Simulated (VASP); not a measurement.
# CsBr (Pm-3m) in VASP: notebook

Runs on CsBr. Level: r2SCAN. Tasks: single point.

All numbers are computed with VASP 6.6.1; they aren't measurements. Logs are shortened: lines on timing, memory, paths and dates and some standing lists are left out, and cuts for length are marked.

### Step 1. The cell of the first run

Symmetry: Pm-3m, No. 221, cubic system. Conventional cell: a = 4.231 Å, b = 4.231 Å, c = 4.231 Å, α = 90.00°, β = 90.00°, γ = 90.00°. Within 4.8 Å of Cs (site symmetry m-3m) lie 8 Br at 3.66 Å and 6 Cs at 4.23 Å. Br (site symmetry m-3m) has 8 Cs at 3.66 Å and 6 Br at 4.23 Å within 4.8 Å.

### Step 2. Single point, r2SCAN (volume changed by -6%)

Input file POSCAR:

```
CsBr
1.0
    4.2312027511      0.0000000000      0.0000000000
    0.0000000000      4.2312027511      0.0000000000
    0.0000000000      0.0000000000      4.2312027511
Cs Br
1 1
Direct
    0.0000000000      0.0000000000      0.0000000000
    0.5000000000      0.5000000000      0.5000000000
```

Input file INCAR.step1:

```
SYSTEM = CsBr
PREC     = Accurate       ! precision mode
ENCUT    = 550            ! plane-wave cutoff, eV
ISMEAR   = 0              ! smearing method
SIGMA    = 0.01           ! smearing width, eV
LREAL    = .False.        ! projectors in reciprocal space
LASPH    = .True.         ! aspherical terms in the spheres
NELM     = 120            ! most SCF steps
NBANDS   = 15             ! bands
GGA      = PE             ! functional
ALGO     = Normal         ! electronic algorithm
EDIFF    = 1E-5           ! SCF threshold, eV
LWAVE    = .True.         ! write WAVECAR
LCHARG   = .False.        ! write CHGCAR
GGA_COMPAT= .False.
```

Input file INCAR.step2:

```
SYSTEM = CsBr
PREC     = Accurate       ! precision mode
ENCUT    = 550            ! plane-wave cutoff, eV
EDIFF    = 1E-6           ! SCF threshold, eV
ISMEAR   = 0              ! smearing method
SIGMA    = 0.01           ! smearing width, eV
LREAL    = .False.        ! projectors in reciprocal space
LASPH    = .True.         ! aspherical terms in the spheres
NELM     = 120            ! most SCF steps
ALGO     = Normal         ! electronic algorithm
ISIF     = 2              ! what is computed and relaxed
LWAVE    = .False.        ! write WAVECAR
LCHARG   = .False.        ! write CHGCAR
METAGGA  = R2SCAN         ! meta-GGA
LMIXTAU  = .True.       
NBANDS   = 15             ! bands
ISTART   = 1            
GGA_COMPAT= .False.
```

Input file KPOINTS:

```
Automatic mesh
0
Gamma
  6 6 6
  0 0 0
```

Potentials or basis: VASP PAW PBE potentials, release 64 (Cs_sv, Br).

Launch:

```console
cat potpaw_PBE.64/Cs_sv/POTCAR potpaw_PBE.64/Br/POTCAR > POTCAR
cp INCAR.step1 INCAR
mpirun -np 1 vasp_std > vasp.out
cp INCAR.step2 INCAR
mpirun -np 1 vasp_std > vasp.out
```

OUTCAR:

```text
SYSTEM = CsBr
   PREC = Accurate
   ENCUT = 550
   EDIFF = 1E-6
   ISMEAR = 0
   LREAL = .False.
   LASPH = .True.
   NELM = 120
   ISIF = 2
   METAGGA = R2SCAN
   ISTART = 1

 ion  position               nearest neighbor table
   1  0.000  0.000  0.000-
   2  0.500  0.500  0.500-

  LATTYP: Found a simple cubic cell.
 ALAT       =     4.2312027511

  Lattice vectors:

 A1 = (   4.2312027511,   0.0000000000,   0.0000000000)
 A2 = (   0.0000000000,   4.2312027511,   0.0000000000)
 A3 = (   0.0000000000,   0.0000000000,   4.2312027511)

Analysis of symmetry for initial positions (statically):
=====================================================================
 Subroutine PRICEL returns:
 Original cell was already a primitive cell.

 Routine SETGRP: Setting up the symmetry group for a
 simple cubic supercell.

 Subroutine GETGRP returns: Found 48 space group operations
 (whereof 48 operations were pure point group operations)
 out of a pool of 48 trial point group operations.

The static configuration has the point symmetry O_h .

Analysis of symmetry for dynamics (positions and initial velocities):
=====================================================================
 Subroutine PRICEL returns:
 Original cell was already a primitive cell.

 Routine SETGRP: Setting up the symmetry group for a
 simple cubic supercell.

 Subroutine GETGRP returns: Found 48 space group operations
 (whereof 48 operations were pure point group operations)
 out of a pool of 48 trial point group operations.

The dynamic configuration has the point symmetry O_h .

 Subroutine INISYM returns: Found 48 space group operations
 (whereof 48 operations are pure point group operations),
 and found     1 'primitive' translations

----------------------------------------------------------------------------------------

                                     Primitive cell

  volume of cell :      75.7515

  direct lattice vectors                    reciprocal lattice vectors
     4.231202751  0.000000000  0.000000000     0.236339419  0.000000000  0.000000000
     0.000000000  4.231202751  0.000000000     0.000000000  0.236339419  0.000000000
     0.000000000  0.000000000  4.231202751     0.000000000  0.000000000  0.236339419

  length of vectors
     4.231202751  4.231202751  4.231202751     0.236339419  0.236339419  0.236339419

  position of ions in fractional coordinates (direct lattice)
     0.000000000  0.000000000  0.000000000
     0.500000000  0.500000000  0.500000000

  ion indices of the primitive-cell ions
   primitive index   ion index
[... 80 lines left out ...]
   NELECT =      16.0000    total number of electrons
   NUPDOWN=      -1.0000    fix difference up-down
   EMIN   =  10.00;   EMAX   =-10.00  energy-range for DOS
   EFERMI =   0.00;   METHOD = LEGACY
   ISMEAR =     0;   SIGMA  =   0.01  broadening in eV -4-tet -1-fermi 0-gaus
   EFERMI_NEDOS =   21; number of points for ismear=-14 and -15
   IALGO  =     38    algorithm
   IMIX   =      4    mixing-type and parameters
     AMIX     =   0.40;   BMIX     =  1.00
     AMIX_MAG =   1.60;   BMIX_MAG =  1.00
  volume/ion in A,a.u.               =      37.88       255.60
  Fermi-wavevector in a.u.,A,eV,Ry     =   0.974954  1.842397 12.932830  0.950536
  Thomas-Fermi vector in A             =   2.105455
   LORBIT       =      0    0 simple, 1 ext, 2 COOP (PROOUT), +10 PAW based schemes
   METAGGA = R2SCAN    functional components
   LHFCALC =     F    Hartree Fock is set to
   AEXX    =    0.0000 exact exchange contribution
   IVDW    =     0    specifies the selected vdW correction
   LEPSILON=     F    determine dielectric tensor
   LRPA    =     F    only Hartree local field effects (RPA)
 non-spin polarized calculation
 Gauss-broadening in eV      SIGMA  =   0.01
  energy-cutoff  :      550.00
  volume of cell :       75.75
 maximum number of plane-waves:      2272
   NGX = 17   NGY = 17   NGZ = 17

 number of electron      15.9999996 magnetization

 Free energy of the ion-electron system (eV)
  ---------------------------------------------------
  ext. energy  EPLUGINS =         0.00000000
  ---------------------------------------------------
  free energy    TOTEN  =       -42.30595204 eV

  energy without entropy =      -42.30595204  energy(sigma->0) =      -42.30595204

 E-fermi :  -0.3914     XC(G=0):  -8.6437

 val. band max:       -0.4478455625   @ k =   0.0000   0.0000   0.0000
 cond. band min:       4.8985755840   @ k =   0.0000   0.0000   0.0000
 fundamental gap:      5.3464211465
 Fermi energy:        -0.3913500421

 k-point     1 :       0.0000    0.0000    0.0000
  band No.  band energies     occupation
      1     -20.7160      2.00000
      2     -13.3090      2.00000
      3      -6.9145      2.00000
      4      -6.9145      2.00000
      5      -6.9145      2.00000
      6      -0.4478      2.00000
      7      -0.4478      2.00000
      8      -0.4478      2.00000
      9       4.8986      0.00000
     10       4.8986      0.00000
     11       5.0068      0.00000
     12       9.4842      0.00000
     13       9.4842      0.00000
     14       9.4842      0.00000
[... 329 lines left out ...]
      2     -13.1052      2.00000
      3      -7.3617      2.00000
      4      -7.3617      2.00000
      5      -7.3617      2.00000
      6      -1.7352      2.00000
      7      -1.7352      2.00000
      8      -1.7352      2.00000
      9       8.7378      0.00000
     10       8.7378      0.00000
     11       8.7378      0.00000
     12       9.6535      0.00000
     13       9.6535      0.00000
     14       9.6535      0.00000
     15      11.7821      0.00000

------------------------ aborting loop because EDIFF is reached ----------------------------------------

  FORCE on cell =-STRESS in cart. coord.  units (eV):
  Direction    XX          YY          ZZ          XY          YZ          ZX
  --------------------------------------------------------------------------------------
  -------------------------------------------------------------------------------------
  Total        0.5898120      0.5898120      0.5898120      0.0000000      0.0000000      0.0000000
  in kB       12.4747745     12.4747745     12.4747745      0.0000000      0.0000000      0.0000000
  external PRESSURE =      12.4747745 kB  Pullay stress =       0.0000000 kB

 VOLUME and BASIS-vectors are now :
 -----------------------------------------------------------------------------
  energy-cutoff  :      550.00
  volume of cell :       75.75
      direct lattice vectors                 reciprocal lattice vectors
     4.231202751  0.000000000  0.000000000     0.236339419  0.000000000  0.000000000
     0.000000000  4.231202751  0.000000000     0.000000000  0.236339419  0.000000000
     0.000000000  0.000000000  4.231202751     0.000000000  0.000000000  0.236339419

 POSITION                                       TOTAL-FORCE (eV/Angst)
 -----------------------------------------------------------------------------------
      0.00000      0.00000      0.00000         0.000000      0.000000      0.000000
      2.11560      2.11560      2.11560         0.000000      0.000000      0.000000
 -----------------------------------------------------------------------------------
    total drift:                                0.000000      0.000000     -0.000000

  FREE ENERGIE OF THE ION-ELECTRON SYSTEM (eV)
  ---------------------------------------------------
  free  energy   TOTEN  =       -42.3059520409 eV

  energy  without entropy=      -42.3059520409  energy(sigma->0) =      -42.30595204
```

OUTCAR.step1:

```text
SYSTEM = CsBr
   PREC = Accurate
   ENCUT = 550
   ISMEAR = 0
   LREAL = .False.
   LASPH = .True.
[... 574 lines left out ...]
      0.00000      0.00000      0.00000         0.000000      0.000000      0.000000
      2.11560      2.11560      2.11560         0.000000      0.000000      0.000000
 -----------------------------------------------------------------------------------
    total drift:                                0.000000      0.000000     -0.000000

  FREE ENERGIE OF THE ION-ELECTRON SYSTEM (eV)
  ---------------------------------------------------
  free  energy   TOTEN  =        -5.9770518026 eV

  energy  without entropy=       -5.9770518026  energy(sigma->0) =       -5.97705180
```

OSZICAR.step1:

```text
N       E                     dE             d eps       ncg     rms          rms(c)
DAV:   1     0.917384450431E+02    0.91738E+02   -0.67676E+03   600   0.951E+02
DAV:   2     0.111779006820E+01   -0.90621E+02   -0.84106E+02   873   0.157E+02
DAV:   3    -0.616835540084E+01   -0.72861E+01   -0.72626E+01   789   0.485E+01
DAV:   4    -0.623045247781E+01   -0.62097E-01   -0.62091E-01   698   0.534E+00
DAV:   5    -0.623077272880E+01   -0.32025E-03   -0.32025E-03   810   0.398E-01    0.181E+00
DAV:   6    -0.600909962893E+01    0.22167E+00   -0.20384E-01   740   0.249E+00    0.105E+00
DAV:   7    -0.597417118916E+01    0.34928E-01   -0.12335E-01   740   0.185E+00    0.602E-01
DAV:   8    -0.597718508790E+01   -0.30139E-02   -0.13380E-02   663   0.674E-01    0.111E-01
DAV:   9    -0.597695624668E+01    0.22884E-03   -0.11485E-03   782   0.188E-01    0.653E-02
DAV:  10    -0.597704723157E+01   -0.90985E-04   -0.20176E-04   642   0.902E-02    0.165E-02
DAV:  11    -0.597705180262E+01   -0.45710E-05   -0.27397E-05   740   0.309E-02
   1 F= -.59770518E+01 E0= -.59770518E+01  d E =-.985509E-69
```

Run time: 33 s. Hardware: 1 thread of Intel Xeon 6975P-C (Granite Rapids), shared host; peak memory 0.19 GiB.

Results:

```
Free energy            : -42.3060 eV
Pressure               : 1.2 GPa
Band gap on the k mesh : 5.35 eV, direct
```

Levels at points of the mesh, in eV from the valence-band top:
```tsv
k point	band 5	band 6	band 7	band 8	band 9	band 10	band 11	band 12
(0.00, 0.00, 0.00)	-6.47	0.00	0.00	0.00	5.35	5.35	5.45	9.93
(0.50, 0.00, 0.00)	-6.34	-1.40	-0.25	-0.25	6.43	8.15	8.74	8.93
(0.50, 0.50, 0.00)	-6.27	-0.60	-0.60	-0.02	5.87	6.15	7.89	7.89
(0.50, 0.50, 0.50)	-6.91	-1.29	-1.29	-1.29	9.19	9.19	9.19	10.10
```

Caveat: the PAW data sets were made with another functional, which shifts forces and pressure a little; spin-orbit coupling is left out, which moves the levels of the heavy elements. A k mesh can miss the band edges.

(Continued in part 2 of 2.)
